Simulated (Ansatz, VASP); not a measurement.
## One calculation of CdSe, two programs

Contents of INCAR:

```
SYSTEM = CdSe
ALGO = Normal ; EDIFF = 1E-6
ENCUT = 520 ; GGA = PE
ISIF = 2 ; ISMEAR = 0
LASPH = .True. ; LCHARG = .False.
LREAL = .False. ; LWAVE = .False.
NBANDS = 16 ; NELM = 60
PREC = Accurate ; SIGMA = 0.05
```

Contents of KPOINTS:

```
k-points
0
Gamma
  10 10 10
  0 0 0
```

The input POSCAR:

```
CdSe
1.0
    0.0000000000      3.0702711986      3.0702711986
    3.0702711986      0.0000000000      3.0702711986
    3.0702711986      3.0702711986      0.0000000000
Cd Se
1 1
Direct
    0.0000000000      0.0000000000      0.0000000000
    0.6759571374      0.7746809542      0.7746809542
```

Input for Ansatz:

```yaml
crystal:
  lattice:
    - [0.0, 3.0702711986, 3.0702711986]
    - [3.0702711986, 0.0, 3.0702711986]
    - [3.0702711986, 3.0702711986, 0.0]
  atoms:
    - { symbol: Cd, position: [0.0, 0.0, 0.0] }
    - { symbol: Se, position: [0.6759571374, 0.7746809542, 0.7746809542] }
basis:
  ecutwfc: 420
kpoints:
  mp_grid: { grid: [10, 10, 10] }
hamiltonian:
  xc: pbe
scf:
  occupations: { method: gaussian, width: 0.05 }
output:
  forces: true
  stress: true
  eigenvalues: true
```

Change from the starting cell: all Se atoms moved +0.263 Å, as atom 2 towards its neighbour atom 1 (Cd) at 2.659 Å.

Alike in both runs: task single point; functional PBE; k mesh 10 × 10 × 10; occupations gaussian, width 0.05 eV; no spin polarisation.

|  | VASP | Ansatz |
| --- | --- | --- |
| version | VASP 6.6.1 | Ansatz 0.2.0 |
| potentials or method | VASP PAW PBE potentials, release 64 (Cd, Se), cutoff 520 eV | scalar-relativistic, plane waves, PAW |
| valence electrons in the cell | 18 | 36 |

|  | VASP | Ansatz | Ansatz less VASP |
| --- | --- | --- | --- |
| gap on the k mesh at the Fermi level (eV) | 0.53 | 0.53 | +0.001 |
| least direct gap on the mesh (eV) | 0.53 | 0.53 | +0.001 |
| pressure (GPa) | 3.4 | 3.1 | -0.34 |
| traceless stress, the component that is largest in VASP (GPa) | -4.09 | -3.94 | +0.147 |
| rms of the force components (eV/Å) | 1.220 | 1.185 | -0.0352 |

Atom by atom the forces differ by 0.035 eV/Å (rms over components). VASP's potentials hold 18 valence electrons a cell and Ansatz's 36, so a difference there can come from the potentials and not from the codes.
